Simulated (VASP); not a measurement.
# Re (P6_3/mmc) in VASP: notebook

Runs on Re. Level: PBEsol. Tasks: single point.

All numbers are computed with VASP 6.6.1; they aren't measurements. Logs are shortened: lines on timing, memory, paths and dates and some standing lists are left out, and cuts for length are marked.

### 1 The cell of the first run

The structure is hexagonal, space group P6_3/mmc (No. 194). The conventional cell has a = 2.740 Å, b = 2.740 Å, c = 4.418 Å, α = 90.00°, β = 90.00°, γ = 120.00°. Within 3.6 Å of Re (site symmetry -6m2) lie 12 Re at 2.72 to 2.74 Å.

### 2 Single point, PBEsol

Contents of INCAR:

```
SYSTEM = Re
ALGO     = Normal         ! electronic algorithm
EDIFF    = 1E-6           ! SCF threshold, eV
ENCUT    = 520            ! plane-wave cutoff, eV
GGA      = PS             ! functional
ISIF     = 2              ! what is computed and relaxed
ISMEAR   = 0              ! smearing method
LASPH    = .TRUE.         ! aspherical terms in the spheres
LCHARG   = .FALSE.        ! write CHGCAR
LREAL    = .FALSE.        ! projectors in reciprocal space
LWAVE    = .FALSE.        ! write WAVECAR
NBANDS   = 14             ! bands
NELM     = 100            ! most SCF steps
PREC     = Accurate       ! precision mode
SIGMA    = 0.1            ! smearing width, eV
```

Contents of KPOINTS:

```
k-points
0
G
  13 13 7
  0 0 0
```

Contents of POSCAR:

```
Re
1.0
    2.7403917228      0.0000000000      0.0000000000
   -1.3701958614      2.3732488483      0.0000000000
    0.0000000000      0.0000000000      4.4182918869
Re
2
Direct
    0.3333333333      0.6666666667      0.2500000000
    0.6666666667      0.3333333333      0.7500000000
```

Potentials or basis: VASP PAW PBE potentials, release 64 (Re).

Started as:

```sh
cat potpaw_PBE.64/Re/POTCAR > POTCAR
mpirun -np 1 vasp_std > vasp.out
```

OUTCAR:

```text
SYSTEM = Re
   EDIFF = 1E-6
   ENCUT = 520
   GGA = PS
   ISIF = 2
   ISMEAR = 0
   LASPH = .TRUE.
   LREAL = .FALSE.
   NELM = 100
   PREC = Accurate

 ion  position               nearest neighbor table
   1  0.333  0.667  0.250-   2 2.72   2 2.72   2 2.72   2 2.72   2 2.72   2 2.72
   2  0.667  0.333  0.750-   1 2.72   1 2.72   1 2.72   1 2.72   1 2.72   1 2.72

  LATTYP: Found a hexagonal cell.
 ALAT       =     2.7403917228
 C/A-ratio  =     1.6122847877

  Lattice vectors:

 A1 = (   2.7403917228,   0.0000000000,   0.0000000000)
 A2 = (  -1.3701958614,   2.3732488483,   0.0000000000)
 A3 = (   0.0000000000,   0.0000000000,   4.4182918869)

Analysis of symmetry for initial positions (statically):
=====================================================================
 Subroutine PRICEL returns:
 Original cell was already a primitive cell.

 Routine SETGRP: Setting up the symmetry group for a
 hexagonal supercell.

 Subroutine GETGRP returns: Found 24 space group operations
 (whereof 12 operations were pure point group operations)
 out of a pool of 24 trial point group operations.

The static configuration has the point symmetry D_3d.
 The point group associated with its full space group is D_6h.

Analysis of symmetry for dynamics (positions and initial velocities):
=====================================================================
 Subroutine PRICEL returns:
 Original cell was already a primitive cell.

 Routine SETGRP: Setting up the symmetry group for a
 hexagonal supercell.

 Subroutine GETGRP returns: Found 24 space group operations
 (whereof 12 operations were pure point group operations)
 out of a pool of 24 trial point group operations.

The dynamic configuration has the point symmetry D_3d.
 The point group associated with its full space group is D_6h.

 Subroutine INISYM returns: Found 24 space group operations
 (whereof 12 operations are pure point group operations),
 and found     1 'primitive' translations

----------------------------------------------------------------------------------------

                                     Primitive cell

  volume of cell :      28.7349

  direct lattice vectors                    reciprocal lattice vectors
     2.740391723  0.000000000  0.000000000     0.364911334  0.210681657  0.000000000
    -1.370195861  2.373248848  0.000000000     0.000000000  0.421363314  0.000000000
     0.000000000  0.000000000  4.418291887     0.000000000  0.000000000  0.226331810

  length of vectors
     2.740391723  2.740391723  4.418291887     0.421363314  0.421363314  0.226331810

  position of ions in fractional coordinates (direct lattice)
     0.333333333  0.666666667  0.250000000
     0.666666667  0.333333333  0.750000000

  ion indices of the primitive-cell ions
   primitive index   ion index
                 1           1
                 2           2

----------------------------------------------------------------------------------------

 KPOINTS: k-points

Automatic generation of k-mesh.
 Grid dimensions read from file:
 generate k-points for:   13   13    7

 Generating k-lattice:

  Cartesian coordinates                     Fractional coordinates (reciprocal lattice)
     0.028070103  0.016206281  0.000000000     0.076923077 -0.000000000  0.000000000
     0.000000000  0.032412563  0.000000000     0.000000000  0.076923077  0.000000000
     0.000000000  0.000000000  0.032333116     0.000000000  0.000000000  0.142857143

  Length of vectors
     0.032412563  0.032412563  0.032333116

  Shift w.r.t. Gamma in fractional coordinates (k-lattice)
     0.000000000  0.000000000  0.000000000

 Subroutine IBZKPT returns following result:
 ===========================================

 Found     84 irreducible k-points:

 Following reciprocal coordinates:
            Coordinates               Weight
  0.000000  0.000000  0.000000      1.000000
  0.076923 -0.000000  0.000000      6.000000
  0.153846 -0.000000  0.000000      6.000000
  0.230769  0.000000  0.000000      6.000000
  0.307692 -0.000000  0.000000      6.000000
  0.384615 -0.000000  0.000000      6.000000
[... 16 lines left out ...]
  0.076923 -0.000000  0.142857     12.000000
  0.153846 -0.000000  0.142857     12.000000
 [... further k-points ...]
   k-points           NKPTS =     84   k-points in BZ     NKDIM =     84   number of bands    NBANDS=     14
   number of dos      NEDOS =    301   number of ions     NIONS =      2
   total plane-waves  NPLWV =  14400
   dimension x,y,z NGX =    20 NGY =   20 NGZ =   36
   dimension x,y,z NGXF=    40 NGYF=   40 NGZF=   72
   ions per type =               2
   NGX,Y,Z   is equivalent  to a cutoff of  12.13, 12.13, 13.55 a.u.
   NGXF,Y,Z  is equivalent  to a cutoff of  24.27, 24.27, 27.09 a.u.
 SYSTEM =  Re
   PREC   = accura    normal or accurate (medium, high low for compatibility)
   ISTART =      0    job   : 0-new  1-cont  2-samecut
   ICHARG =      2    charge: 1-file 2-atom 10-const
   ISPIN  =      1    spin polarized calculation?
   LNONCOLLINEAR =      F non collinear calculations
   LSORBIT =      F    spin-orbit coupling
   LASPH  =      T    aspherical Exc in radial PAW
   ENCUT  =  520.0 eV  38.22 Ry    6.18 a.u.   5.10  5.10  8.22*2*pi/ulx,y,z
   NELM   =    100;   NELMIN=  2; NELMDL= -5     # of ELM steps
   EDIFF  = 0.1E-05   stopping-criterion for ELM
   LREAL  =      F    real-space projection
   EDIFFG = 0.1E-04   stopping-criterion for IOM
   NSW    =      0    number of steps for IOM
   IBRION =     -1    ionic relax: 0-MD 1-quasi-New 2-CG
   NFREE  =      0    steps in history (QN), initial steepest desc. (CG)
   ISIF   =      2    stress and relaxation
   ISYM   =      2    0-nonsym 1-usesym 2-fastsym
   POTIM  = 0.5000    time-step for ionic-motion
   TEBEG  =    0.0;   TEEND  =   0.0 temperature during run
   PSTRESS=    0.0 pullay stress
   NELECT =      14.0000    total number of electrons
   NUPDOWN=      -1.0000    fix difference up-down
   EMIN   =  10.00;   EMAX   =-10.00  energy-range for DOS
   EFERMI =   0.00;   METHOD = LEGACY
   ISMEAR =     0;   SIGMA  =   0.10  broadening in eV -4-tet -1-fermi 0-gaus
   EFERMI_NEDOS =   21; number of points for ismear=-14 and -15
   IALGO  =     38    algorithm
   IMIX   =      4    mixing-type and parameters
     AMIX     =   0.40;   BMIX     =  1.00
     AMIX_MAG =   1.60;   BMIX_MAG =  1.00
  volume/ion in A,a.u.               =      14.37        96.96
  Fermi-wavevector in a.u.,A,eV,Ry     =   1.288192  2.434331 22.578047  1.659440
  Thomas-Fermi vector in A             =   2.420161
   LORBIT       =      0    0 simple, 1 ext, 2 COOP (PROOUT), +10 PAW based schemes
   GGA     = PS    functional components
   LHFCALC =     F    Hartree Fock is set to
   AEXX    =    0.0000 exact exchange contribution
   IVDW    =     0    specifies the selected vdW correction
   LEPSILON=     F    determine dielectric tensor
   LRPA    =     F    only Hartree local field effects (RPA)
 non-spin polarized calculation
 Gauss-broadening in eV      SIGMA  =   0.10
  energy-cutoff  :      520.00
  volume of cell :       28.73
 maximum number of plane-waves:       785
   NGX = 11   NGY = 11   NGZ = 17

 number of electron      14.0000001 magnetization

 Free energy of the ion-electron system (eV)
  ---------------------------------------------------
  ext. energy  EPLUGINS =         0.00000000
  ---------------------------------------------------
  free energy    TOTEN  =       -26.73536308 eV

  energy without entropy =      -26.72741485  energy(sigma->0) =      -26.73138896

 E-fermi :   7.9888     XC(G=0): -13.9489

 val. band max:        7.9705631572   @ k =   0.3846   0.0769   0.4286
 cond. band min:       7.9924324371   @ k =   0.4615  -0.0000   0.1429
 fundamental gap:      0.0218692800
 Fermi energy:         7.9888026417

 k-point     1 :       0.0000    0.0000    0.0000
  band No.  band energies     occupation
      1      -2.0495      2.00000
      2       1.1973      2.00000
      3       6.3631      2.00000
      4       6.3631      2.00000
      5       6.3925      2.00000
      6       7.2410      2.00000
      7       7.2410      2.00000
      8       8.1908      0.00429
      9       8.1908      0.00429
     10       8.6985      0.00000
     11      11.5003      0.00000
     12      11.5003      0.00000
     13      18.3552      0.00000
     14      22.2055      0.00000

 k-point     2 :       0.0769   -0.0000    0.0000
  band No.  band energies     occupation
      1      -1.8009      2.00000
      2       1.4304      2.00000
      3       5.8253      2.00000
      4       6.5927      2.00000
      5       6.8420      2.00000
      6       7.0742      2.00000
      7       7.4581      2.00000
      8       7.6257      2.00000
      9       7.9980      0.89599
     10       8.2273      0.00074
     11      11.6330      0.00000
     12      12.5491      0.00000
     13      18.3482      0.00000
     14      22.7614      0.00000

 k-point     3 :       0.1538   -0.0000    0.0000
  band No.  band energies     occupation
      1      -1.0982      2.00000
      2       2.0324      2.00000
      3       5.2028      2.00000
      4       6.1974      2.00000
      5       6.5873      2.00000
      6       7.2656      2.00000
      7       7.4916      2.00000
      8       7.5398      2.00000
      9       7.8689      1.91012
     10       8.0908      0.14927
     11      11.9207      0.00000
     12      14.4153      0.00000
     13      18.2258      0.00000
     14      24.1372      0.00000
[... 324 lines left out ...]
 k-point    23 :       0.0769   -0.0000    0.1429
  band No.  band energies     occupation
      1      -1.5563      2.00000
      2       1.4531      2.00000
      3       5.8198      2.00000
      4       6.4475      2.00000
      5       6.4804      2.00000
      6       6.6615      2.00000
      7       7.2851      2.00000
      8       7.6707      1.99999
      9       8.3974      0.00000
     10       8.4467      0.00000
     11      11.6321      0.00000
     12      12.2667      0.00000
     13      19.3655      0.00000
     14      22.2928      0.00000

 k-point    24 :       0.1538   -0.0000    0.1429
  band No.  band energies     occupation
      1      -0.8729      2.00000
      2       2.0774      2.00000
      3       5.2544      2.00000
      4       5.6379      2.00000
      5       6.4321      2.00000
      6       6.9391      2.00000
      7       7.2920      2.00000
      8       7.7964      1.99348
      9       8.2475      0.00025
     10       8.4177      0.00000
     11      11.8598      0.00000
     12      13.7065      0.00000
     13      19.3120      0.00000
     14      23.6949      0.00000

 [... further k-points ...]
[... 5 lines left out ...]
  --------------------------------------------------------------------------------------
  -------------------------------------------------------------------------------------
  Total        0.9334357      0.9334357      0.9158906      0.0000000      0.0000000      0.0000000
  in kB       52.0456780     52.0456780     51.0674122      0.0000000      0.0000000      0.0000000
  external PRESSURE =      51.7195894 kB  Pullay stress =       0.0000000 kB

 VOLUME and BASIS-vectors are now :
 -----------------------------------------------------------------------------
  energy-cutoff  :      520.00
  volume of cell :       28.73
      direct lattice vectors                 reciprocal lattice vectors
     2.740391723  0.000000000  0.000000000     0.364911334  0.210681657  0.000000000
    -1.370195861  2.373248848  0.000000000     0.000000000  0.421363314  0.000000000
     0.000000000  0.000000000  4.418291887     0.000000000  0.000000000  0.226331810

 POSITION                                       TOTAL-FORCE (eV/Angst)
 -----------------------------------------------------------------------------------
     -0.00000      1.58217      1.10457         0.000000      0.000000      0.000000
      1.37020      0.79108      3.31372        -0.000000      0.000000      0.000000
 -----------------------------------------------------------------------------------
    total drift:                               -0.000000      0.000000     -0.000000

  FREE ENERGIE OF THE ION-ELECTRON SYSTEM (eV)
  ---------------------------------------------------
  free  energy   TOTEN  =       -26.7353630752 eV

  energy  without entropy=      -26.7274148459  energy(sigma->0) =      -26.73138896
```

Run time: 32 s. Hardware: 1 thread of Intel Xeon 8259CL, shared host; peak memory 0.16 GiB.

What came out:

| Item | Value |
| --- | --- |
| Free energy | -26.7354 eV |
| Pressure | 5.2 GPa |
| Band gap on the k mesh | zero (bands 7 and 8 overlap by 2.91 eV) |

Levels at points of the mesh, in eV from the Fermi level:
```tsv
k point	band 3	band 4	band 5	band 6	band 7	band 8	band 9	band 10	band 11	band 12
(0.00, 0.00, 0.00)	-1.63	-1.63	-1.60	-0.75	-0.75	0.20	0.20	0.71	3.51	3.51
```

Caveat: the cell stands under pressure; the PAW data sets were made with another functional, which shifts forces and pressure a little; spin-orbit coupling is left out, which moves the levels of the heavy elements.

### 3 Single point, PBEsol

This run uses another cell than the first one, of 14.20 Å³/atom.

Contents of INCAR:

```
PREC = Accurate
ENCUT = 520
EDIFF = 1E-7
ISMEAR = 0
SIGMA = 0.1
LREAL = F
LASPH = T
NELM = 100
ALGO = Normal
ISIF = 2
LWAVE = F
LCHARG = F
GGA = PS
NBANDS = 14
```

Contents of KPOINTS:

```
Automatic mesh
0
Gamma
  13 13 7
```

Contents of POSCAR:

```
Re
1.0
    2.7296609370      0.0000000000      0.0000000000
   -1.3648304685      2.3639557152      0.0000000000
    0.0000000000      0.0000000000      4.4011145788
Re
2
Direct
    0.3333333333      0.6666666667      0.2500000000
    0.6666666667      0.3333333333      0.7500000000
```

Potentials or basis: VASP PAW PBE potentials, release 64 (Re).

Started as:

```sh
cat potpaw_PBE.64/Re/POTCAR > POTCAR
mpirun -np 1 vasp_std > vasp.out
```

It took 40 s on 1 thread of Intel Xeon 8259CL, shared host; peak memory 0.16 GiB.

Results (log left out):

```yaml
Free_energy: -26.7189 eV
Pressure: 10.3 GPa
Band_gap_on_the_k_mesh: zero (bands 7 and 8 overlap by 2.98 eV)
```

Stress tensor (GPa, compression positive):
```
10.33  0.00  0.00
 0.00 10.33  0.00
 0.00  0.00 10.23
```

Levels at points of the mesh, in eV from the Fermi level:
```csv
k point,band 5,band 6,band 7,band 8,band 9,band 10
"(0.00, 0.00, 0.00)",-1.63,-0.76,-0.76,0.20,0.20,0.74
```

Caveat: the cell stands under pressure; the PAW data sets were made with another functional, which shifts forces and pressure a little; spin-orbit coupling is left out, which moves the levels of the heavy elements.

### 4 Single point, PBEsol

This run uses another cell than the first one, of 14.62 Å³/atom.

Contents of INCAR:

```
  ALGO = Normal
  EDIFF = 1E-6
  ENCUT = 520
  GGA = PS
  ISIF = 2
  ISMEAR = 0
  LASPH = T
  LCHARG = F
  LREAL = F
  LWAVE = F
  NBANDS = 14
  NELM = 100
  PREC = Accurate
  SIGMA = 0.1
```

Contents of KPOINTS:

```
k-points
0
Gamma
  13 13 7
```

Contents of POSCAR:

```
Re
1.0
    2.7565100114      0.0000000000      0.0000000000
   -1.3782550057      2.3872076956      0.0000000000
    0.0000000000      0.0000000000      4.4444758654
Re
2
Direct
    0.3333333333      0.6666666667      0.2500000000
    0.6666666667      0.3333333333      0.7500000000
```

Started as:

```sh
cat potpaw_PBE.64/Re/POTCAR > POTCAR
mpirun -np 1 vasp_std > vasp.out
```

Run time: 42 s. Hardware: 1 thread of Intel Xeon 8259CL, shared host; peak memory 0.17 GiB.

It converged, with:

* Free energy: -26.7407 eV
* Pressure: -2.0 GPa
* Band gap on the k mesh: zero (bands 7 and 8 overlap by 2.81 eV)

Stress tensor (GPa, compression positive):
```
-1.97  0.00  0.00
 0.00 -1.97  0.00
 0.00  0.00 -2.10
```

Levels at points of the mesh, in eV from the Fermi level:
| k point | band 5 | band 6 | band 7 | band 8 | band 9 | band 10 |
| --- | --- | --- | --- | --- | --- | --- |
| (0.00, 0.00, 0.00) | -1.55 | -0.72 | -0.72 | 0.20 | 0.20 | 0.67 |

Caveat: the PAW data sets were made with another functional, which shifts forces and pressure a little; spin-orbit coupling is left out, which moves the levels of the heavy elements.

### 5 Single point, PBEsol

This run uses another cell than the first one, of 14.55 Å³/atom.

Contents of INCAR:

```
SYSTEM = Re
ALGO = Normal
EDIFF = 1E-6
ENCUT = 520
GGA = PS
ISIF = 2
ISMEAR = 0
LASPH = .TRUE.
LCHARG = .FALSE.
LREAL = .FALSE.
LWAVE = .FALSE.
NBANDS = 14
NELM = 100
PREC = Accurate
SIGMA = 0.1
```

Contents of KPOINTS:

```
k-points
0
G
  13 13 7
  0 0 0
```

Contents of POSCAR:

```
Re
1.0
    2.7517506722      0.0000000000      0.0000000000
   -1.3758753361      2.3830859870      0.0000000000
    0.0000000000      0.0000000000      4.4368341166
Re
2
Direct
    0.3333333333      0.6666666667      0.2500000000
    0.6666666667      0.3333333333      0.7500000000
```

Started as:

```sh
cat potpaw_PBE.64/Re/POTCAR > POTCAR
mpirun -np 1 vasp_std > vasp.out
```

It took 33 s on 1 thread of Intel Xeon 8259CL, shared host; peak memory 0.16 GiB.

Results (log left out):

- Free energy: -26.7415 eV
- Pressure: 0.0 GPa
- Band gap on the k mesh: zero (bands 7 and 8 overlap by 2.84 eV)

Stress tensor (GPa, compression positive):
```
 0.08  0.00  0.00
 0.00  0.08  0.00
 0.00  0.00 -0.05
```

Levels at points of the mesh, in eV from the Fermi level:
```csv
k point,band 4,band 5,band 6,band 7,band 8,band 9,band 10,band 11
"(0.00, 0.00, 0.00)",-1.59,-1.56,-0.73,-0.73,0.20,0.20,0.68,3.45
```

Caveat: the PAW data sets were made with another functional, which shifts forces and pressure a little; spin-orbit coupling is left out, which moves the levels of the heavy elements.

### 6 Overview

| cell | gap on the mesh (eV) | pressure (GPa) |
| --- | --- | --- |
| a = 2.740, b = 2.740, c = 4.418 Å, angles 90.0, 90.0, 120.0°, 2 atoms | none | 5.2 |
| a = 2.730, b = 2.730, c = 4.401 Å, angles 90.0, 90.0, 120.0°, 2 atoms | none | 10.3 |
| a = 2.757, b = 2.757, c = 4.444 Å, angles 90.0, 90.0, 120.0°, 2 atoms | none | -2.0 |
| a = 2.752, b = 2.752, c = 4.437 Å, angles 90.0, 90.0, 120.0°, 2 atoms | none | 0.0 |

Alike in all rows: task single point; level PBEsol; potentials or basis VASP PAW PBE potentials, release 64 (Re); no spin polarisation; k mesh 13 × 13 × 7; cutoff (eV) 520; smearing gaussian 0.1 eV.

Caveats: the PAW data sets were made with another functional, which shifts forces and pressure a little; spin-orbit coupling is left out, which moves the levels of the heavy elements; the cell stands under pressure (at least some runs).

Total energies depend on the potentials used, so only differences within one code and one set of settings carry meaning.
